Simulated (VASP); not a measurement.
# CdTe (Cmcm) in VASP: single point with PBEsol

Aim: the single point of CdTe with PBEsol.

Everything below comes from runs of VASP 6.6.1. Logs are shortened: lines on timing, memory, paths and dates and some standing lists are left out, and cuts for length are marked.

## 1. The cell of the first run

It takes space group Cmcm (No. 63, orthorhombic). The conventional cell has a = 6.168 Å, b = 6.087 Å, c = 6.219 Å, α = 90.00°, β = 90.00°, γ = 90.00°. Cd (site symmetry m2m) has 6 Te at 2.94 to 3.15 Å within 3.9 Å. Within 3.9 Å of Te (site symmetry m2m) lie 6 Cd at 2.94 to 3.15 Å.

## 2. Single point, PBEsol (strained)

Contents of INCAR:

```
SYSTEM = CdTe
  ALGO = Normal
  EDIFF = 1E-6
  ENCUT = 500
  GGA = PS
  GGA_COMPAT = .FALSE.
  ISIF = 2
  ISMEAR = 0
  LASPH = .TRUE.
  LCHARG = .FALSE.
  LREAL = .FALSE.
  LWAVE = .FALSE.
  NBANDS = 26
  NELM = 120
  PREC = Accurate
  SIGMA = 0.1
```

Contents of KPOINTS:

```
k-points
0
G
  10 10 8
  0 0 0
```

Contents of POSCAR:

```
CdTe
1.0
    3.0838053576     -3.0436407898      0.0000000000
    3.0838053576      3.0436407898      0.0000000000
    0.0000000000      0.0000000000      6.2187384116
Cd Te
2 2
Direct
    0.2550158919      0.7449841081      0.7500000000
    0.7449841081      0.2550158919      0.2500000000
    0.7722594786      0.2277405214      0.7500000000
    0.2277405214      0.7722594786      0.2500000000
```

Potentials or basis: VASP PAW PBE potentials, release 64 (Cd, Te).

Command:

```bash
$ cat potpaw_PBE.64/Cd/POTCAR potpaw_PBE.64/Te/POTCAR > POTCAR
$ mpirun -np 1 vasp_std > vasp.out
```

OUTCAR:

```text
SYSTEM = CdTe
   EDIFF = 1E-6
   ENCUT = 500
   GGA = PS
   ISIF = 2
   ISMEAR = 0
   LASPH = .TRUE.
   LREAL = .FALSE.
   NELM = 120
   PREC = Accurate

 ion  position               nearest neighbor table
   1  0.255  0.745  0.750-   3 2.94   3 3.09   3 3.09   4 3.11   4 3.11   3 3.15
   2  0.745  0.255  0.250-   4 2.94   4 3.09   4 3.09   3 3.11   3 3.11   4 3.15
   3  0.772  0.228  0.750-   1 2.94   1 3.09   1 3.09   2 3.11   2 3.11   1 3.15
   4  0.228  0.772  0.250-   2 2.94   2 3.09   2 3.09   1 3.11   1 3.11   2 3.15

  LATTYP: Found a base centered orthorhombic cell.
 ALAT       =     6.0872815796
 B/A-ratio  =     1.0131962247
 C/A-ratio  =     1.0215953263

  Lattice vectors:

 A1 = (  -3.0838053576,  -3.0436407898,   0.0000000000)
 A2 = (   3.0838053576,  -3.0436407898,   0.0000000000)
 A3 = (   0.0000000000,   0.0000000000,   6.2187384116)

Analysis of symmetry for initial positions (statically):
=====================================================================
 Subroutine PRICEL returns:
 Original cell was already a primitive cell.

 Routine SETGRP: Setting up the symmetry group for a
 base centered orthorhombic supercell.

 Subroutine GETGRP returns: Found  8 space group operations
 (whereof  4 operations were pure point group operations)
 out of a pool of  8 trial point group operations.

The static configuration has the point symmetry C_2h.
 The point group associated with its full space group is D_2h.

Analysis of symmetry for dynamics (positions and initial velocities):
=====================================================================
 Subroutine PRICEL returns:
 Original cell was already a primitive cell.

 Routine SETGRP: Setting up the symmetry group for a
 base centered orthorhombic supercell.

 Subroutine GETGRP returns: Found  8 space group operations
 (whereof  4 operations were pure point group operations)
 out of a pool of  8 trial point group operations.

The dynamic configuration has the point symmetry C_2h.
 The point group associated with its full space group is D_2h.

 Subroutine INISYM returns: Found  8 space group operations
 (whereof  4 operations are pure point group operations),
 and found     1 'primitive' translations

----------------------------------------------------------------------------------------

                                     Primitive cell

  volume of cell :     116.7381

[... 85 lines left out ...]
   ICHARG =      2    charge: 1-file 2-atom 10-const
   ISPIN  =      1    spin polarized calculation?
   LNONCOLLINEAR =      F non collinear calculations
   LSORBIT =      F    spin-orbit coupling
   LASPH  =      T    aspherical Exc in radial PAW
   ENCUT  =  500.0 eV  36.75 Ry    6.06 a.u.   7.90  7.90 11.34*2*pi/ulx,y,z
   NELM   =    120;   NELMIN=  2; NELMDL= -5     # of ELM steps
   EDIFF  = 0.1E-05   stopping-criterion for ELM
   LREAL  =      F    real-space projection
[... 7 lines left out ...]
   TEBEG  =    0.0;   TEEND  =   0.0 temperature during run
   PSTRESS=    0.0 pullay stress
   NELECT =      36.0000    total number of electrons
   NUPDOWN=      -1.0000    fix difference up-down
   EMIN   =  10.00;   EMAX   =-10.00  energy-range for DOS
   EFERMI =   0.00;   METHOD = LEGACY
   ISMEAR =     0;   SIGMA  =   0.10  broadening in eV -4-tet -1-fermi 0-gaus
   EFERMI_NEDOS =   21; number of points for ismear=-14 and -15
   IALGO  =     38    algorithm
   IMIX   =      4    mixing-type and parameters
     AMIX     =   0.40;   BMIX     =  1.00
     AMIX_MAG =   1.60;   BMIX_MAG =  1.00
  volume/ion in A,a.u.               =      29.18       196.95
  Fermi-wavevector in a.u.,A,eV,Ry     =   1.106042  2.090116 16.644387  1.223328
  Thomas-Fermi vector in A             =   2.242537
   LORBIT       =      0    0 simple, 1 ext, 2 COOP (PROOUT), +10 PAW based schemes
   GGA     = PS    functional components
   LHFCALC =     F    Hartree Fock is set to
   AEXX    =    0.0000 exact exchange contribution
   IVDW    =     0    specifies the selected vdW correction
   LEPSILON=     F    determine dielectric tensor
   LRPA    =     F    only Hartree local field effects (RPA)
 non-spin polarized calculation
 Gauss-broadening in eV      SIGMA  =   0.10
  energy-cutoff  :      500.00
  volume of cell :      116.74
 maximum number of plane-waves:      2987
   NGX = 15   NGY = 15   NGZ = 23

 number of electron      36.0000011 magnetization

 Free energy of the ion-electron system (eV)
  ---------------------------------------------------
  ext. energy  EPLUGINS =         0.00000000
  ---------------------------------------------------
  free energy    TOTEN  =       -10.35637841 eV

  energy without entropy =      -10.34566156  energy(sigma->0) =      -10.35101999

 E-fermi :   3.5263     XC(G=0):  -9.7648

 val. band max:        3.5237908439   @ k =  -0.2000   0.1000   0.3750
 cond. band min:       3.5363741913   @ k =   0.4000   0.3000   0.0000
 fundamental gap:      0.0125833474
 Fermi energy:         3.5263285247

 k-point     1 :       0.0000    0.0000    0.0000
  band No.  band energies     occupation
      1      -7.9426      2.00000
      2      -7.1480      2.00000
      3      -4.6959      2.00000
      4      -4.6791      2.00000
      5      -4.6504      2.00000
      6      -4.6358      2.00000
[... 685 lines left out ...]
     25      11.3809      0.00000
     26      11.5952      0.00000

 [... further k-points ...]

------------------------ aborting loop because EDIFF is reached ----------------------------------------

  FORCE on cell =-STRESS in cart. coord.  units (eV):
  Direction    XX          YY          ZZ          XY          YZ          ZX
  --------------------------------------------------------------------------------------
  -------------------------------------------------------------------------------------
  Total       -2.6466437     -1.6611942     -2.7469653      0.0000000     -0.0000000      0.0000000
  in kB      -36.3239801    -22.7991342    -37.7008473      0.0000000     -0.0000000      0.0000000
  external PRESSURE =     -32.2746539 kB  Pullay stress =       0.0000000 kB

 VOLUME and BASIS-vectors are now :
 -----------------------------------------------------------------------------
  energy-cutoff  :      500.00
  volume of cell :      116.74
      direct lattice vectors                 reciprocal lattice vectors
     3.083805358 -3.043640790  0.000000000     0.162137341 -0.164276942  0.000000000
     3.083805358  3.043640790  0.000000000     0.162137341  0.164276942  0.000000000
     0.000000000  0.000000000  6.218738412     0.000000000  0.000000000  0.160804320

 POSITION                                       TOTAL-FORCE (eV/Angst)
 -----------------------------------------------------------------------------------
      3.08381      1.49129      4.66405         0.000000     -0.163653      0.000000
      3.08381     -1.49129      1.55468         0.000000      0.163653      0.000000
      3.08381     -1.65732      4.66405         0.000000      0.345924     -0.000000
      3.08381      1.65732      1.55468         0.000000     -0.345924      0.000000
 -----------------------------------------------------------------------------------
    total drift:                                0.000000     -0.000000      0.000000

  FREE ENERGIE OF THE ION-ELECTRON SYSTEM (eV)
  ---------------------------------------------------
  free  energy   TOTEN  =       -10.3563784144 eV

  energy  without entropy=      -10.3456615649  energy(sigma->0) =      -10.35101999
```

OSZICAR:

```text
N       E                     dE             d eps       ncg     rms          rms(c)
DAV:   1     0.216418138359E+03    0.21642E+03   -0.16057E+04  8060   0.119E+03
DAV:   2    -0.686543060070E+00   -0.21710E+03   -0.21014E+03  8854   0.291E+02
DAV:   3    -0.108030867385E+02   -0.10117E+02   -0.10014E+02  9486   0.636E+01
DAV:   4    -0.109174104563E+02   -0.11432E+00   -0.11421E+00 10088   0.570E+00
DAV:   5    -0.109188227553E+02   -0.14123E-02   -0.14123E-02  9264   0.598E-01    0.730E+00
DAV:   6    -0.103864751136E+02    0.53235E+00   -0.11493E+00  8480   0.999E+00    0.613E+00
DAV:   7    -0.103599698529E+02    0.26505E-01   -0.25177E-01  8934   0.256E+00    0.245E+00
DAV:   8    -0.103569360876E+02    0.30338E-02   -0.20072E-02  8490   0.139E+00    0.617E-01
DAV:   9    -0.103564172816E+02    0.51881E-03   -0.30321E-03  9100   0.470E-01    0.903E-02
DAV:  10    -0.103563665501E+02    0.50731E-04   -0.30766E-04  8512   0.176E-01    0.424E-02
DAV:  11    -0.103563842222E+02   -0.17672E-04   -0.83241E-05  8636   0.491E-02    0.375E-02
DAV:  12    -0.103563782622E+02    0.59600E-05   -0.12220E-05  8380   0.221E-02    0.233E-02
DAV:  13    -0.103563784144E+02   -0.15220E-06   -0.89296E-07  4966   0.572E-03
   1 F= -.10356378E+02 E0= -.10351020E+02  d E =-.107168E-01
```

Run time: 6.8 min. Hardware: 1 thread of AMD EPYC 7R13, shared host; peak memory 0.47 GiB.

Results:

```yaml
Free_energy: -10.3564 eV
Pressure: -3.2 GPa
Largest_force: 0.346 eV/Å
Band_gap_on_the_k_mesh: zero (band 18 reaches 3.63 eV, above the bottom of band 19 at 2.22 eV)
```

Forces in eV/Å, atoms in the order of the input:
```
Cd   0.000 -0.164  0.000
Cd   0.000  0.164  0.000
Te   0.000  0.346  0.000
Te   0.000 -0.346  0.000
```

Stress tensor (GPa, compression positive):
```
-3.63  0.00  0.00
 0.00 -2.28  0.00
 0.00  0.00 -3.77
```

Levels at points of the mesh, in eV from the Fermi level:
```tsv
k point	band 14	band 15	band 16	band 17	band 18	band 19	band 20	band 21	band 22	band 23
(0.00, 0.00, 0.00)	-2.00	-1.85	-1.37	-0.42	-0.37	-0.31	0.13	4.31	6.87	6.95
(0.50, 0.00, 0.00)	-3.99	-2.41	-2.03	-0.25	-0.02	2.70	2.78	4.29	4.32	4.77
(0.50, 0.50, 0.00)	-3.93	-2.32	-2.05	-2.00	-1.82	-1.31	-1.13	4.19	4.24	8.58
(0.00, 0.00, 0.50)	-2.77	-1.30	-1.30	-1.17	-1.17	1.35	1.35	5.01	5.01	5.45
(0.50, 0.00, 0.50)	-5.03	-0.10	-0.10	0.02	0.02	2.68	2.68	3.86	3.86	4.04
(0.50, 0.50, 0.50)	-3.51	-3.13	-3.13	-2.87	-2.87	2.06	2.06	4.57	4.57	6.51
```

Caveat: the cell differs from its parent crystal (strained); the PAW data sets were made with another functional, which shifts forces and pressure a little; spin-orbit coupling is left out, which moves the levels of the heavy elements.
